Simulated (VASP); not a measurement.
# CdS (Hawleyite) (F-43m) in VASP: further runs

Runs on CdS (Hawleyite). Level: LDA. Tasks: single point.

All numbers are computed with VASP 6.6.1; they aren't measurements. Logs are shortened: lines on timing, memory, paths and dates and some standing lists are left out, and cuts for length are marked.

### Step 1. The cell of the first run

Symmetry: F-43m, No. 216, cubic system. Conventional cell: a = 5.658 Å, b = 5.658 Å, c = 5.658 Å, α = 90.00°, β = 90.00°, γ = 90.00°. Within 3.2 Å of Cd (site symmetry -43m) lie 4 S at 2.45 Å. Within 3.2 Å of S (site symmetry -43m) lie 4 Cd at 2.45 Å.

### Step 2. Single point, LDA

INCAR reads:

```
SYSTEM = CdS
  ALGO = Normal
  EDIFF = 1E-7
  ENCUT = 520
  ISIF = 2
  ISMEAR = 0
  LASPH = .True.
  LCHARG = .False.
  LREAL = .False.
  LWAVE = .False.
  NBANDS = 16
  NELM = 100
  PREC = Accurate
  SIGMA = 0.01
```

KPOINTS reads:

```
k-points
0
Gamma
  8 8 8
  0 0 0
```

POSCAR reads:

```
CdS
1.0
    2.8290697295      2.8290697295      0.0000000000
   -2.8290697295      2.8290697295      0.0000000000
    0.0000000000      2.8290697295      2.8290697295
Cd S
1 1
Direct
    0.0000000000      0.0000000000      0.0000000000
    0.7500000000      0.2500000000      0.5000000000
```

Potentials or basis: VASP PAW LDA potentials, release 64 (Cd, S).

Launch:

```bash
$ cat potpaw_LDA.64/Cd/POTCAR potpaw_LDA.64/S/POTCAR > POTCAR
$ mpirun -np 1 vasp_std > vasp.out
```

OUTCAR:

```text
SYSTEM = CdS
   EDIFF = 1E-7
   ENCUT = 520
   ISIF = 2
   ISMEAR = 0
   LASPH = .True.
   LREAL = .False.
   NELM = 100
   PREC = Accurate

 ion  position               nearest neighbor table
   1  0.000  0.000  0.000-   2 2.45   2 2.45   2 2.45   2 2.45
   2  0.750  0.250  0.500-   1 2.45   1 2.45   1 2.45   1 2.45

  LATTYP: Found a face centered cubic cell.
 ALAT       =     5.6581394590

  Lattice vectors:

 A1 = (   0.0000000000,   2.8290697295,   2.8290697295)
 A2 = (   2.8290697295,   0.0000000000,   2.8290697295)
 A3 = (   2.8290697295,   2.8290697295,   0.0000000000)

Analysis of symmetry for initial positions (statically):
=====================================================================
 Subroutine PRICEL returns:
 Original cell was already a primitive cell.

 Routine SETGRP: Setting up the symmetry group for a
 face centered cubic supercell.

 Subroutine GETGRP returns: Found 24 space group operations
 (whereof 24 operations were pure point group operations)
 out of a pool of 48 trial point group operations.

The static configuration has the point symmetry T_d .

Analysis of symmetry for dynamics (positions and initial velocities):
=====================================================================
 Subroutine PRICEL returns:
 Original cell was already a primitive cell.

 Routine SETGRP: Setting up the symmetry group for a
 face centered cubic supercell.

 Subroutine GETGRP returns: Found 24 space group operations
 (whereof 24 operations were pure point group operations)
 out of a pool of 48 trial point group operations.

The dynamic configuration has the point symmetry T_d .

 Subroutine INISYM returns: Found 24 space group operations
 (whereof 24 operations are pure point group operations),
 and found     1 'primitive' translations

----------------------------------------------------------------------------------------

                                     Primitive cell

  volume of cell :      45.2857

  direct lattice vectors                    reciprocal lattice vectors
     2.829069730  2.829069730  0.000000000     0.176736542  0.176736542 -0.176736542
    -2.829069730  2.829069730  0.000000000    -0.176736542  0.176736542 -0.176736542
     0.000000000  2.829069730  2.829069730     0.000000000  0.000000000  0.353473083

  length of vectors
     4.000908780  4.000908780  4.000908780     0.306116670  0.306116670  0.353473083

  position of ions in fractional coordinates (direct lattice)
     0.000000000  0.000000000  0.000000000
     0.750000000  0.250000000  0.500000000

  ion indices of the primitive-cell ions
   primitive index   ion index
                 1           1
                 2           2

----------------------------------------------------------------------------------------

 KPOINTS: k-points

Automatic generation of k-mesh.
 Grid dimensions read from file:
 generate k-points for:    8    8    8

 Generating k-lattice:

  Cartesian coordinates                     Fractional coordinates (reciprocal lattice)
     0.022092068  0.022092068 -0.022092068     0.125000000  0.000000000  0.000000000
    -0.022092068  0.022092068 -0.022092068     0.000000000  0.125000000  0.000000000
     0.000000000  0.000000000  0.044184135     0.000000000  0.000000000  0.125000000

  Length of vectors
     0.038264584  0.038264584  0.044184135

  Shift w.r.t. Gamma in fractional coordinates (k-lattice)
     0.000000000  0.000000000  0.000000000

 Subroutine IBZKPT returns following result:
 ===========================================

 Found     29 irreducible k-points:

 Following reciprocal coordinates:
            Coordinates               Weight
  0.000000  0.000000  0.000000      1.000000
  0.125000  0.000000  0.000000      8.000000
  0.250000  0.000000  0.000000      8.000000
  0.375000  0.000000  0.000000      8.000000
  0.500000  0.000000  0.000000      4.000000
  0.125000  0.125000  0.000000     12.000000
[... 16 lines left out ...]
  0.375000  0.250000  0.125000     48.000000
  0.500000  0.250000  0.125000     24.000000
 [... further k-points ...]
   k-points           NKPTS =     29   k-points in BZ     NKDIM =     29   number of bands    NBANDS=     16
   number of dos      NEDOS =    301   number of ions     NIONS =      2
   total plane-waves  NPLWV =  27000
   dimension x,y,z NGX =    30 NGY =   30 NGZ =   30
   dimension x,y,z NGXF=    60 NGYF=   60 NGZF=   60
   ions per type =               1   1
   NGX,Y,Z   is equivalent  to a cutoff of  12.47, 12.47, 12.47 a.u.
   NGXF,Y,Z  is equivalent  to a cutoff of  24.93, 24.93, 24.93 a.u.
 SYSTEM =  CdS
   PREC   = accura    normal or accurate (medium, high low for compatibility)
   ISTART =      0    job   : 0-new  1-cont  2-samecut
   ICHARG =      2    charge: 1-file 2-atom 10-const
   ISPIN  =      1    spin polarized calculation?
   LNONCOLLINEAR =      F non collinear calculations
   LSORBIT =      F    spin-orbit coupling
   LASPH  =      T    aspherical Exc in radial PAW
   ENCUT  =  520.0 eV  38.22 Ry    6.18 a.u.   7.44  7.44  7.44*2*pi/ulx,y,z
   NELM   =    100;   NELMIN=  2; NELMDL= -5     # of ELM steps
   EDIFF  = 0.1E-06   stopping-criterion for ELM
   LREAL  =      F    real-space projection
   EDIFFG = 0.1E-05   stopping-criterion for IOM
   NSW    =      0    number of steps for IOM
   IBRION =     -1    ionic relax: 0-MD 1-quasi-New 2-CG
   NFREE  =      0    steps in history (QN), initial steepest desc. (CG)
   ISIF   =      2    stress and relaxation
   ISYM   =      2    0-nonsym 1-usesym 2-fastsym
   POTIM  = 0.5000    time-step for ionic-motion
   TEBEG  =    0.0;   TEEND  =   0.0 temperature during run
   PSTRESS=    0.0 pullay stress
   NELECT =      18.0000    total number of electrons
   NUPDOWN=      -1.0000    fix difference up-down
   EMIN   =  10.00;   EMAX   =-10.00  energy-range for DOS
   EFERMI =   0.00;   METHOD = LEGACY
   ISMEAR =     0;   SIGMA  =   0.01  broadening in eV -4-tet -1-fermi 0-gaus
   EFERMI_NEDOS =   21; number of points for ismear=-14 and -15
   IALGO  =     38    algorithm
   IMIX   =      4    mixing-type and parameters
     AMIX     =   0.40;   BMIX     =  1.00
     AMIX_MAG =   1.60;   BMIX_MAG =  1.00
  volume/ion in A,a.u.               =      22.64       152.80
  Fermi-wavevector in a.u.,A,eV,Ry     =   1.203683  2.274630 19.712829  1.448852
  Thomas-Fermi vector in A             =   2.339429
   LORBIT       =      0    0 simple, 1 ext, 2 COOP (PROOUT), +10 PAW based schemes
   GGA     = CA    functional components
   LHFCALC =     F    Hartree Fock is set to
   AEXX    =    0.0000 exact exchange contribution
   IVDW    =     0    specifies the selected vdW correction
   LEPSILON=     F    determine dielectric tensor
   LRPA    =     F    only Hartree local field effects (RPA)
 non-spin polarized calculation
 Gauss-broadening in eV      SIGMA  =   0.01
  energy-cutoff  :      520.00
  volume of cell :       45.29
 maximum number of plane-waves:      1243
 NGX is ok and might be reduce to    30
   NGX = 15   NGY = 15   NGZ = 15

 number of electron      17.9999995 magnetization

 Free energy of the ion-electron system (eV)
  ---------------------------------------------------
  ext. energy  EPLUGINS =         0.00000000
  ---------------------------------------------------
  free energy    TOTEN  =        -7.36866021 eV

  energy without entropy =       -7.36866021  energy(sigma->0) =       -7.36866021

 E-fermi :   2.0195     XC(G=0): -10.0072

 val. band max:        1.9789134431   @ k =   0.0000   0.0000   0.0000
 cond. band min:       3.0643825306   @ k =   0.0000   0.0000   0.0000
 fundamental gap:      1.0854690875
 Fermi energy:         2.0195467377

 k-point     1 :       0.0000    0.0000    0.0000
  band No.  band energies     occupation
      1     -10.9920      2.00000
      2      -6.2001      2.00000
      3      -6.2001      2.00000
      4      -6.2001      2.00000
      5      -5.5803      2.00000
      6      -5.5803      2.00000
[... 8 lines left out ...]
     15      13.5554      0.00000
     16      13.5554      0.00000

 k-point     2 :       0.1250    0.0000    0.0000
  band No.  band energies     occupation
      1     -10.9139      2.00000
      2      -6.1716      2.00000
      3      -6.1716      2.00000
      4      -6.1463      2.00000
      5      -5.5822      2.00000
      6      -5.5822      2.00000
[... 8 lines left out ...]
     15      12.8588      0.00000
     16      14.0003      0.00000

 k-point     3 :       0.2500    0.0000    0.0000
  band No.  band energies     occupation
      1     -10.7238      2.00000
      2      -6.1099      2.00000
      3      -6.1099      2.00000
      4      -5.9344      2.00000
      5      -5.5759      2.00000
      6      -5.5759      2.00000
[... 8 lines left out ...]
     15      12.5986      0.00000
     16      13.2160      0.00000

 k-point     4 :       0.3750    0.0000    0.0000
  band No.  band energies     occupation
      1     -10.5335      2.00000
      2      -6.0629      2.00000
      3      -6.0629      2.00000
      4      -5.5492      2.00000
      5      -5.5492      2.00000
      6      -5.4907      2.00000
[... 8 lines left out ...]
     15      13.5365      0.00000
     16      13.5365      0.00000

 k-point     5 :       0.5000    0.0000    0.0000
  band No.  band energies     occupation
      1     -10.4554      2.00000
      2      -6.0487      2.00000
      3      -6.0487      2.00000
      4      -5.5310      2.00000
      5      -5.5310      2.00000
      6      -5.1074      2.00000
[... 8 lines left out ...]
     15      14.6571      0.00000
     16      14.6571      0.00000

 k-point     6 :       0.1250    0.1250    0.0000
  band No.  band energies     occupation
      1     -10.7986      2.00000
      2      -6.1380      2.00000
      3      -6.1142      2.00000
      4      -6.0521      2.00000
      5      -5.6018      2.00000
      6      -5.5604      2.00000
[... 8 lines left out ...]
     15      12.9023      0.00000
     16      15.0783      0.00000

 k-point     7 :       0.2500    0.1250    0.0000
  band No.  band energies     occupation
      1     -10.6089      2.00000
      2      -6.0711      2.00000
      3      -6.0576      2.00000
      4      -5.7861      2.00000
      5      -5.6001      2.00000
      6      -5.5155      2.00000
[... 8 lines left out ...]
     15      13.6946      0.00000
     16      14.3885      0.00000

 k-point     8 :       0.3750    0.1250    0.0000
  band No.  band energies     occupation
      1     -10.4578      2.00000
      2      -6.0342      2.00000
      3      -6.0208      2.00000
      4      -5.5736      2.00000
      5      -5.5627      2.00000
      6      -5.2292      2.00000
[... 8 lines left out ...]
     15      13.6886      0.00000
     16      14.8804      0.00000

 k-point     9 :       0.5000    0.1250    0.0000
  band No.  band energies     occupation
      1     -10.4322      2.00000
      2      -6.0363      2.00000
      3      -6.0050      2.00000
      4      -5.5929      2.00000
      5      -5.5265      2.00000
      6      -5.1022      2.00000
[... 8 lines left out ...]
     15      14.5020      0.00000
     16      14.6899      0.00000
[... 172 lines left out ...]
 k-point    19 :       0.5000    0.3750    0.0000
  band No.  band energies     occupation
      1     -10.3156      2.00000
      2      -5.9612      2.00000
      3      -5.7905      2.00000
      4      -5.7705      2.00000
      5      -5.4828      2.00000
      6      -5.0537      2.00000
[... 8 lines left out ...]
     15      14.7853      0.00000
     16      15.9072      0.00000

 k-point    20 :      -0.3750    0.3750    0.0000
  band No.  band energies     occupation
      1     -10.3897      2.00000
      2      -5.9632      2.00000
      3      -5.8286      2.00000
      4      -5.8286      2.00000
      5      -5.4811      2.00000
      6      -5.3490      2.00000
[... 8 lines left out ...]
     15      14.1908      0.00000
     16      17.2581      0.00000

 k-point    21 :       0.5000    0.5000    0.0000
  band No.  band energies     occupation
      1     -10.2906      2.00000
      2      -5.9740      2.00000
      3      -5.7496      2.00000
      4      -5.7496      2.00000
      5      -5.4639      2.00000
      6      -5.0377      2.00000
[... 8 lines left out ...]
     15      14.3383      0.00000
     16      15.6234      0.00000

 k-point    22 :       0.2500    0.2500    0.1250
  band No.  band energies     occupation
      1     -10.5841      2.00000
      2      -6.0501      2.00000
      3      -6.0130      2.00000
      4      -5.8471      2.00000
      5      -5.5831      2.00000
      6      -5.5080      2.00000
[... 8 lines left out ...]
     15      14.0963      0.00000
     16      15.9587      0.00000

 k-point    23 :       0.3750    0.2500    0.1250
  band No.  band energies     occupation
      1     -10.4349      2.00000
      2      -6.0041      2.00000
      3      -5.9674      2.00000
      4      -5.6865      2.00000
      5      -5.5387      2.00000
      6      -5.2518      2.00000
[... 8 lines left out ...]
     15      14.9860      0.00000
     16      15.2466      0.00000

 k-point    24 :       0.5000    0.2500    0.1250
  band No.  band energies     occupation
      1     -10.3743      2.00000
      2      -5.9996      2.00000
      3      -5.9445      2.00000
      4      -5.6234      2.00000
      5      -5.5474      2.00000
      6      -4.9576      2.00000
[... 8 lines left out ...]
     15      14.3319      0.00000
     16      15.3556      0.00000

 [... further k-points ...]
[... 5 lines left out ...]
  --------------------------------------------------------------------------------------
  -------------------------------------------------------------------------------------
  Total        1.3154201      1.3154201      1.3154201      0.0000000      0.0000000     -0.0000000
  in kB       46.5386861     46.5386861     46.5386861      0.0000000      0.0000000     -0.0000000
  external PRESSURE =      46.5386861 kB  Pullay stress =       0.0000000 kB

 VOLUME and BASIS-vectors are now :
 -----------------------------------------------------------------------------
  energy-cutoff  :      520.00
  volume of cell :       45.29
      direct lattice vectors                 reciprocal lattice vectors
     2.829069730  2.829069730  0.000000000     0.176736542  0.176736542 -0.176736542
    -2.829069730  2.829069730  0.000000000    -0.176736542  0.176736542 -0.176736542
     0.000000000  2.829069730  2.829069730     0.000000000  0.000000000  0.353473083

 POSITION                                       TOTAL-FORCE (eV/Angst)
 -----------------------------------------------------------------------------------
      0.00000      0.00000      0.00000         0.000000     -0.000000     -0.000000
      1.41453      4.24360      1.41453        -0.000000      0.000000      0.000000
 -----------------------------------------------------------------------------------
    total drift:                                0.000000     -0.000000      0.000000

  FREE ENERGIE OF THE ION-ELECTRON SYSTEM (eV)
  ---------------------------------------------------
  free  energy   TOTEN  =        -7.3686602100 eV

  energy  without entropy=       -7.3686602100  energy(sigma->0) =       -7.36866021
```

Run time: 38 s. Hardware: 1 thread of Intel Xeon 8259CL, shared host; peak memory 0.15 GiB.

Results:

```yaml
Free_energy: -7.3687 eV
Pressure: 4.7 GPa
Band_gap_on_the_k_mesh: 1.09 eV, direct
```

Levels at points of the mesh, in eV from the valence-band top:
| k point | band 7 | band 8 | band 9 | band 10 | band 11 | band 12 |
| --- | --- | --- | --- | --- | --- | --- |
| (0.00, 0.00, 0.00) | 0.00 | 0.00 | 0.00 | 1.09 | 6.32 | 6.32 |
| (0.50, 0.00, 0.00) | -5.12 | -0.91 | -0.91 | 2.90 | 6.83 | 6.83 |
| (0.50, 0.50, 0.00) | -4.48 | -2.27 | -2.27 | 3.15 | 4.24 | 9.37 |

(Continued in part 2 of 2.)
